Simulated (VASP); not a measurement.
# TaN (P-6m2) in VASP: single point with PBE

Aim: the single point of TaN with PBE.

Everything below comes from runs of VASP 6.6.1. Logs are shortened: lines on timing, memory, paths and dates and some standing lists are left out, and cuts for length are marked.

**1. The cell of the first run**

It takes space group P-6m2 (No. 187, hexagonal). The conventional cell has a = 2.938 Å, b = 2.938 Å, c = 2.883 Å, α = 90.00°, β = 90.00°, γ = 120.00°. Within 2.9 Å of Ta (site symmetry -6m2) lie 6 N at 2.23 Å and 2 Ta at 2.88 Å. Within 2.9 Å of N (site symmetry -6m2) lie 6 Ta at 2.23 Å and 2 N at 2.88 Å.

**2. Single point, PBE**

INCAR reads:

```
PREC = Accurate ; ENCUT = 520
EDIFF = 1E-6 ; ISMEAR = 0
SIGMA = 0.15 ; LREAL = F
LASPH = T ; NELM = 60
ALGO = Normal ; ISIF = 2
LWAVE = F ; LCHARG = F
GGA = PE ; NBANDS = 15
```

KPOINTS reads:

```
Automatic mesh
0
Gamma
  18 18 16
```

POSCAR reads:

```
TaN
1.0
    2.9379988584      0.0000000000      0.0000000000
   -1.4689994292      2.5443816477      0.0000000000
    0.0000000000      0.0000000000      2.8830000000
Ta N
1 1
Direct
    0.3333333333      0.6666666667      0.5000000000
    0.0000000000      0.0000000000      0.0000000000
```

Potentials or basis: VASP PAW PBE potentials, release 64 (Ta_pv, N).

On the command line:

```bash
cat potpaw_PBE.64/Ta_pv/POTCAR potpaw_PBE.64/N/POTCAR > POTCAR
mpirun -np 1 vasp_std > vasp.out
```

OUTCAR:

```text
PREC = Accurate
   ENCUT = 520
   EDIFF = 1E-6
   ISMEAR = 0
   LREAL = F
   LASPH = T
   NELM = 60
   ISIF = 2
   GGA = PE

 ion  position               nearest neighbor table
   1  0.333  0.667  0.500-   2 2.23   2 2.23   2 2.23   2 2.23   2 2.23   2 2.23
   2  0.000  0.000  0.000-   1 2.23   1 2.23   1 2.23   1 2.23   1 2.23   1 2.23

  LATTYP: Found a hexagonal cell.
 ALAT       =     2.9379988584
 C/A-ratio  =     0.9812801635

  Lattice vectors:

 A1 = (   2.9379988584,   0.0000000000,   0.0000000000)
 A2 = (  -1.4689994292,   2.5443816477,   0.0000000000)
 A3 = (   0.0000000000,   0.0000000000,   2.8830000000)

Analysis of symmetry for initial positions (statically):
=====================================================================
 Subroutine PRICEL returns:
 Original cell was already a primitive cell.

 Routine SETGRP: Setting up the symmetry group for a
 hexagonal supercell.

 Subroutine GETGRP returns: Found 12 space group operations
 (whereof 12 operations were pure point group operations)
 out of a pool of 24 trial point group operations.

The static configuration has the point symmetry D_3h.

Analysis of symmetry for dynamics (positions and initial velocities):
=====================================================================
 Subroutine PRICEL returns:
 Original cell was already a primitive cell.

 Routine SETGRP: Setting up the symmetry group for a
 hexagonal supercell.

 Subroutine GETGRP returns: Found 12 space group operations
 (whereof 12 operations were pure point group operations)
 out of a pool of 24 trial point group operations.

The dynamic configuration has the point symmetry D_3h.

 Subroutine INISYM returns: Found 12 space group operations
 (whereof 12 operations are pure point group operations),
 and found     1 'primitive' translations

----------------------------------------------------------------------------------------

                                     Primitive cell

  volume of cell :      21.5516

  direct lattice vectors                    reciprocal lattice vectors
     2.937998858  0.000000000  0.000000000     0.340367729  0.196511400  0.000000000
    -1.468999429  2.544381648  0.000000000     0.000000000  0.393022800  0.000000000
     0.000000000  0.000000000  2.883000000     0.000000000  0.000000000  0.346860909

  length of vectors
     2.937998858  2.937998858  2.883000000     0.393022800  0.393022800  0.346860909

  position of ions in fractional coordinates (direct lattice)
     0.333333333  0.666666667  0.500000000
     0.000000000  0.000000000  0.000000000

  ion indices of the primitive-cell ions
   primitive index   ion index
                 1           1
                 2           2

----------------------------------------------------------------------------------------

 KPOINTS: Automatic mesh

Automatic generation of k-mesh.
 Grid dimensions read from file:
 generate k-points for:   18   18   16

 Generating k-lattice:

  Cartesian coordinates                     Fractional coordinates (reciprocal lattice)
     0.018909318  0.010917300  0.000000000     0.055555556 -0.000000000  0.000000000
     0.000000000  0.021834600  0.000000000     0.000000000  0.055555556  0.000000000
     0.000000000  0.000000000  0.021678807     0.000000000  0.000000000  0.062500000

  Length of vectors
     0.021834600  0.021834600  0.021678807

  Shift w.r.t. Gamma in fractional coordinates (k-lattice)
     0.000000000  0.000000000  0.000000000

 Subroutine IBZKPT returns following result:
 ===========================================

 Found    333 irreducible k-points:

 Following reciprocal coordinates:
            Coordinates               Weight
  0.000000  0.000000  0.000000      1.000000
  0.055556  0.000000  0.000000      6.000000
  0.111111  0.000000  0.000000      6.000000
  0.166667  0.000000  0.000000      6.000000
  0.222222 -0.000000  0.000000      6.000000
  0.277778 -0.000000  0.000000      6.000000
[... 16 lines left out ...]
  0.333333  0.111111  0.000000     12.000000
  0.388889  0.111111  0.000000     12.000000
 [... further k-points ...]
   k-points           NKPTS =    333   k-points in BZ     NKDIM =    333   number of bands    NBANDS=     15
   number of dos      NEDOS =    301   number of ions     NIONS =      2
   total plane-waves  NPLWV =  13824
   dimension x,y,z NGX =    24 NGY =   24 NGZ =   24
   dimension x,y,z NGXF=    48 NGYF=   48 NGZF=   48
   ions per type =               1   1
   NGX,Y,Z   is equivalent  to a cutoff of  13.58, 13.58, 13.84 a.u.
   NGXF,Y,Z  is equivalent  to a cutoff of  27.16, 27.16, 27.68 a.u.
 SYSTEM =  unknown system
   PREC   = accura    normal or accurate (medium, high low for compatibility)
   ISTART =      0    job   : 0-new  1-cont  2-samecut
   ICHARG =      2    charge: 1-file 2-atom 10-const
   ISPIN  =      1    spin polarized calculation?
   LNONCOLLINEAR =      F non collinear calculations
   LSORBIT =      F    spin-orbit coupling
   LASPH  =      T    aspherical Exc in radial PAW
   ENCUT  =  520.0 eV  38.22 Ry    6.18 a.u.   5.46  5.46  5.36*2*pi/ulx,y,z
   NELM   =     60;   NELMIN=  2; NELMDL= -5     # of ELM steps
   EDIFF  = 0.1E-05   stopping-criterion for ELM
   LREAL  =      F    real-space projection
   EDIFFG = 0.1E-04   stopping-criterion for IOM
   NSW    =      0    number of steps for IOM
   IBRION =     -1    ionic relax: 0-MD 1-quasi-New 2-CG
   NFREE  =      0    steps in history (QN), initial steepest desc. (CG)
   ISIF   =      2    stress and relaxation
   ISYM   =      2    0-nonsym 1-usesym 2-fastsym
   POTIM  = 0.5000    time-step for ionic-motion
   TEBEG  =    0.0;   TEEND  =   0.0 temperature during run
   PSTRESS=    0.0 pullay stress
   NELECT =      16.0000    total number of electrons
   NUPDOWN=      -1.0000    fix difference up-down
   EMIN   =  10.00;   EMAX   =-10.00  energy-range for DOS
   EFERMI =   0.00;   METHOD = LEGACY
   ISMEAR =     0;   SIGMA  =   0.15  broadening in eV -4-tet -1-fermi 0-gaus
   EFERMI_NEDOS =   21; number of points for ismear=-14 and -15
   IALGO  =     38    algorithm
   IMIX   =      4    mixing-type and parameters
     AMIX     =   0.40;   BMIX     =  1.00
     AMIX_MAG =   1.60;   BMIX_MAG =  1.00
  volume/ion in A,a.u.               =      10.78        72.72
  Fermi-wavevector in a.u.,A,eV,Ry     =   1.482366  2.801265 29.897546  2.197408
  Thomas-Fermi vector in A             =   2.596161
   LORBIT       =      0    0 simple, 1 ext, 2 COOP (PROOUT), +10 PAW based schemes
   GGA     = PE    functional components
   LHFCALC =     F    Hartree Fock is set to
   AEXX    =    0.0000 exact exchange contribution
   IVDW    =     0    specifies the selected vdW correction
   LEPSILON=     F    determine dielectric tensor
   LRPA    =     F    only Hartree local field effects (RPA)
 non-spin polarized calculation
 Gauss-broadening in eV      SIGMA  =   0.15
  energy-cutoff  :      520.00
  volume of cell :       21.55
 maximum number of plane-waves:       605
 NGX is ok and might be reduce to    24
   NGX = 11   NGY = 11   NGZ = 11

 number of electron      16.0000001 magnetization

 Free energy of the ion-electron system (eV)
  ---------------------------------------------------
  ext. energy  EPLUGINS =         0.00000000
  ---------------------------------------------------
  free energy    TOTEN  =       -22.44057890 eV

  energy without entropy =      -22.43992223  energy(sigma->0) =      -22.44025056

 E-fermi :   8.2366     XC(G=0): -13.3458

 val. band max:        8.1984676592   @ k =   0.0000   0.0000   0.4375
 cond. band min:       8.2777587212   @ k =   0.0556   0.0000   0.5000
 fundamental gap:      0.0792910620
 Fermi energy:         8.2366096374

 k-point     1 :       0.0000    0.0000    0.0000
  band No.  band energies     occupation
      1     -26.5933      2.00000
      2     -26.3304      2.00000
      3     -26.3304      2.00000
      4      -9.5269      2.00000
      5       3.6900      2.00000
      6       3.6900      2.00000
      7       4.0464      2.00000
      8       5.3268      2.00000
      9      10.4655      0.00000
     10      11.8390      0.00000
     11      11.8390      0.00000
     12      12.2589      0.00000
     13      12.2589      0.00000
     14      21.3556      0.00000
     15      21.6679      0.00000

 k-point     2 :       0.0556    0.0000    0.0000
  band No.  band energies     occupation
      1     -26.5890      2.00000
      2     -26.3642      2.00000
      3     -26.3376      2.00000
      4      -9.4624      2.00000
      5       3.4827      2.00000
      6       3.7390      2.00000
      7       4.1451      2.00000
      8       5.2328      2.00000
      9      10.7079      0.00000
     10      11.6994      0.00000
     11      11.8484      0.00000
     12      12.2255      0.00000
     13      12.3471      0.00000
     14      21.3502      0.00000
     15      21.6640      0.00000

 k-point     3 :       0.1111    0.0000    0.0000
  band No.  band energies     occupation
      1     -26.5768      2.00000
      2     -26.4605      2.00000
      3     -26.3582      2.00000
      4      -9.2762      2.00000
      5       2.9884      2.00000
      6       3.8786      2.00000
      7       4.3816      2.00000
      8       4.9772      2.00000
      9      11.2047      0.00000
     10      11.4728      0.00000
     11      11.8857      0.00000
     12      12.1309      0.00000
     13      12.5773      0.00000
     14      21.3311      0.00000
     15      21.6543      0.00000
[... 343 lines left out ...]
 k-point    23 :       0.3333    0.1111    0.0000
  band No.  band energies     occupation
      1     -27.2255      2.00000
      2     -26.6081      2.00000
      3     -26.4623      2.00000
      4      -7.4358      2.00000
      5       0.3668      2.00000
      6       3.2617      2.00000
      7       4.1206      2.00000
      8       5.9137      2.00000
      9      10.6330      0.00000
     10      10.7129      0.00000
     11      13.0885      0.00000
     12      14.2252      0.00000
     13      15.9501      0.00000
     14      21.3160      0.00000
     15      21.6566      0.00000

 k-point    24 :       0.3889    0.1111    0.0000
  band No.  band energies     occupation
      1     -27.2975      2.00000
      2     -26.6339      2.00000
      3     -26.4505      2.00000
      4      -7.2274      2.00000
      5       0.1764      2.00000
      6       3.1252      2.00000
      7       3.9965      2.00000
      8       5.9661      2.00000
      9      10.5763      0.00000
     10      11.3113      0.00000
     11      12.8122      0.00000
     12      14.3046      0.00000
     13      16.8385      0.00000
     14      20.3763      0.00000
     15      21.6277      0.00000

 [... further k-points ...]
[... 5 lines left out ...]
  --------------------------------------------------------------------------------------
  -------------------------------------------------------------------------------------
  Total        0.6664436      0.6664436      0.8454016      0.0000000      0.0000000     -0.0000000
  in kB       49.5445054     49.5445054     62.8485320      0.0000000      0.0000000     -0.0000000
  external PRESSURE =      53.9791809 kB  Pullay stress =       0.0000000 kB

 VOLUME and BASIS-vectors are now :
 -----------------------------------------------------------------------------
  energy-cutoff  :      520.00
  volume of cell :       21.55
      direct lattice vectors                 reciprocal lattice vectors
     2.937998858  0.000000000  0.000000000     0.340367729  0.196511400  0.000000000
    -1.468999429  2.544381648  0.000000000     0.000000000  0.393022800  0.000000000
     0.000000000  0.000000000  2.883000000     0.000000000  0.000000000  0.346860909

 POSITION                                       TOTAL-FORCE (eV/Angst)
 -----------------------------------------------------------------------------------
     -0.00000      1.69625      1.44150        -0.000000      0.000000      0.000000
      0.00000      0.00000      0.00000         0.000000      0.000000      0.000000
 -----------------------------------------------------------------------------------
    total drift:                                0.000000     -0.000000     -0.000000

  FREE ENERGIE OF THE ION-ELECTRON SYSTEM (eV)
  ---------------------------------------------------
  free  energy   TOTEN  =       -22.4405788951 eV

  energy  without entropy=      -22.4399222261  energy(sigma->0) =      -22.44025056
```

Wall time 51 s (1 thread of Intel Xeon Platinum 8488C (Sapphire Rapids), shared host); peak memory 0.23 GiB.

Results:

| Property | Result |
| --- | --- |
| Free energy | -22.4406 eV |
| Pressure | 5.4 GPa |
| Band gap on the k mesh | zero (band 8 reaches 8.60 eV, above the bottom of band 9 at 8.17 eV) |

Stress tensor (GPa, compression positive):
```
4.95 0.00 0.00
0.00 4.95 0.00
0.00 0.00 6.28
```

Caveat: spin-orbit coupling is left out, which moves the levels of the heavy elements.
